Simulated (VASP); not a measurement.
# AlNi (CsCl type) in VASP: notebook, part 2 of 2

VASP 6.6.1.

## Step 4: Single point, PBE

The input, INCAR:

```
PREC     = Accurate       # precision mode
ENCUT    = 520            # plane-wave cutoff, eV
EDIFF    = 1E-6           # SCF threshold, eV
ISMEAR   = -1             # smearing method
SIGMA    = 0.1            # smearing width, eV
LREAL    = False          # projectors in reciprocal space
LASPH    = True           # aspherical terms in the spheres
NELM     = 100            # most SCF steps
ALGO     = Normal         # electronic algorithm
ISIF     = 2              # what is computed and relaxed
LWAVE    = False          # write WAVECAR
LCHARG   = True           # write CHGCAR
GGA      = PE             # functional
LELF     = True           # ELF
LVHAR    = True         
NBANDS   = 14             # bands
```

The input, KPOINTS:

```
Automatic mesh
0
Gamma
  8 8 8
```

The input, POSCAR:

```
AlNi
1.0
    2.8900000000      0.0000000000      0.0000000000
    0.0000000000      2.8900000000      0.0000000000
    0.0000000000      0.0000000000      2.8900000000
Ni Al
1 1
Direct
    0.0000000000      0.0000000000      0.0000000000
    0.5000000000      0.5000000000      0.5000000000
```

Potentials or basis: VASP PAW PBE potentials, release 64 (Ni, Al).

Command:

```console
> cat potpaw_PBE.64/Ni/POTCAR potpaw_PBE.64/Al/POTCAR > POTCAR
> mpirun -np 1 vasp_std > vasp.out
```

OUTCAR:

```text
PREC = Accurate
   ENCUT = 520
   EDIFF = 1E-6
   ISMEAR = -1
   LREAL = False
   LASPH = True
   NELM = 100
   ISIF = 2
   GGA = PE

 ion  position               nearest neighbor table
   1  0.000  0.000  0.000-   2 2.50   2 2.50   2 2.50   2 2.50   2 2.50   2 2.50   2 2.50   2 2.50

   2  0.500  0.500  0.500-   1 2.50   1 2.50   1 2.50   1 2.50   1 2.50   1 2.50   1 2.50   1 2.50

  LATTYP: Found a simple cubic cell.
 ALAT       =     2.8900000000

  Lattice vectors:
[... 585 lines left out ...]
      7       9.1613      1.99789
      8      12.4954      0.00000
      9      13.0734      0.00000
     10      19.2627      0.00000
     11      20.4678      0.00000
     12      22.7306      0.00000
     13      26.0090      0.00000
     14      26.8402      0.00000

 [... further k-points ...]
[... 5 lines left out ...]
  --------------------------------------------------------------------------------------
  -------------------------------------------------------------------------------------
  Total        0.1051109      0.1051109      0.1051109      0.0000000      0.0000000     -0.0000000
  in kB        6.9769390      6.9769390      6.9769390      0.0000000      0.0000000     -0.0000000
  external PRESSURE =       6.9769390 kB  Pullay stress =       0.0000000 kB

 VOLUME and BASIS-vectors are now :
 -----------------------------------------------------------------------------
  energy-cutoff  :      520.00
  volume of cell :       24.14
      direct lattice vectors                 reciprocal lattice vectors
     2.890000000  0.000000000  0.000000000     0.346020761  0.000000000  0.000000000
     0.000000000  2.890000000  0.000000000     0.000000000  0.346020761  0.000000000
     0.000000000  0.000000000  2.890000000     0.000000000  0.000000000  0.346020761

 POSITION                                       TOTAL-FORCE (eV/Angst)
 -----------------------------------------------------------------------------------
      0.00000      0.00000      0.00000         0.000000      0.000000      0.000000
      1.44500      1.44500      1.44500         0.000000      0.000000      0.000000
 -----------------------------------------------------------------------------------
    total drift:                                0.000000      0.000000      0.000000

  FREE ENERGIE OF THE ION-ELECTRON SYSTEM (eV)
  ---------------------------------------------------
  free  energy   TOTEN  =       -10.5521415951 eV

  energy  without entropy=      -10.5179931217  energy(sigma->0) =      -10.53506736
```

OSZICAR:

```text
N       E                     dE             d eps       ncg     rms          rms(c)
DAV:   1     0.416387798656E+02    0.41639E+02   -0.53601E+03   988   0.972E+02
DAV:   2    -0.102316309504E+02   -0.51870E+02   -0.47317E+02  1028   0.180E+02
DAV:   3    -0.119629461802E+02   -0.17313E+01   -0.17167E+01  1262   0.364E+01
DAV:   4    -0.119864486348E+02   -0.23502E-01   -0.23496E-01  1174   0.381E+00
DAV:   5    -0.119871326270E+02   -0.68399E-03   -0.68398E-03  1280   0.728E-01    0.119E+01
DAV:   6    -0.139924663191E+02   -0.20053E+01   -0.45730E+01  1118   0.942E+01    0.160E+01
DAV:   7    -0.105786586607E+02    0.34138E+01   -0.13789E+01  1124   0.565E+01    0.102E+00
DAV:   8    -0.105655144113E+02    0.13144E-01   -0.29537E-01  1222   0.568E+00    0.968E-01
DAV:   9    -0.105524160233E+02    0.13098E-01   -0.41883E-02  1272   0.260E+00    0.183E-01
DAV:  10    -0.105521437337E+02    0.27229E-03   -0.11983E-03  1304   0.452E-01    0.716E-02
DAV:  11    -0.105521424858E+02    0.12479E-05   -0.35780E-05  1306   0.519E-02    0.116E-02
DAV:  12    -0.105521415951E+02    0.89075E-06   -0.15093E-06   890   0.166E-02
   1 F= -.10552142E+02 E0= -.10535067E+02  d E =-.341485E-01
```

stdout:

```text
POSCAR found type information on POSCAR NiAl
 POSCAR found :  2 types and       2 ions
 scaLAPACK will be used
 LDA part: xc-table for (Slater+PW92), standard interpolation
 POSCAR, INCAR and KPOINTS ok, starting setup
 FFT: planning ... GRIDC
 FFT: planning ... GRID_SOFT
 FFT: planning ... GRID
 WAVECAR not read
 entering main loop
```

Wall time 8.8 s (1 thread of Intel Xeon 6975P-C, shared host); peak memory 0.14 GiB.

Results:

```yaml
Free_energy: -10.5521 eV
Pressure: 0.7 GPa
```

Spin polarisation is off, so any magnetic state and its effect on volume and gap are missing.

## Step 5: The runs side by side

```csv
level,k mesh,grid for exact exchange (PRECFOCK),screening parameter,gap on the mesh (eV),pressure (GPa),largest force (eV/Å)
HSE06,4 × 4 × 4,Normal,0.2079 1/Å,none,-5.0,0.31
PBE,4 × 4 × 4,-,-,none,-0.2,0.34
PBE,8 × 8 × 8,-,-,none,0.7,-
```

Some of these runs hold the atoms at other places in the same cell, which the table doesn't show; runs alike in all that it shows share one row.

Alike in all rows: task single point; potentials or basis VASP PAW PBE potentials, release 64 (Ni, Al); no spin polarisation; cell as given; cutoff (eV) 520; smearing fermi-dirac 0.1 eV.

Caveats: some runs use coarse meshes; the PAW data sets were made with another functional, which shifts forces and pressure a little (some runs).

Total energies depend on the potentials used, so only differences within one code and one set of settings carry meaning.
